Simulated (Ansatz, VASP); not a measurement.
## HfO2 in VASP and in Ansatz

```
CELL_PARAMETERS angstrom
0.00000 2.55750 2.55750
2.55750 0.00000 2.55750
2.55750 2.55750 0.00000
ATOMIC_POSITIONS crystal
Hf 0.00000 0.00000 0.00000
O 0.25000 0.25000 0.25000
O 0.75000 0.75000 0.75000
```

Alike in both runs: task single point; functional PBE; k mesh 9 × 9 × 9; occupations fermi-dirac, width 0.01 eV; no spin polarisation.

```csv
,VASP,Ansatz
version,VASP 6.6.1,Ansatz 0.2.0
potentials or method,"VASP PAW PBE potentials, release 64 (Hf_pv, O), cutoff 520 eV","all-electron LAPW, scalar-relativistic"
```

Ansatz gave:

| Item | Value |
| --- | --- |
| gap on the k mesh at the Fermi level (eV) | 3.82 |
| pressure (GPa) | -2.5 |

Problem. Which values does VASP return?

Solution. gap on the k mesh at the Fermi level (eV): 3.84; pressure (GPa): -6.0.

Ansatz ran all-electron here, and VASP with PAW potentials.

Spin-orbit coupling is off throughout.
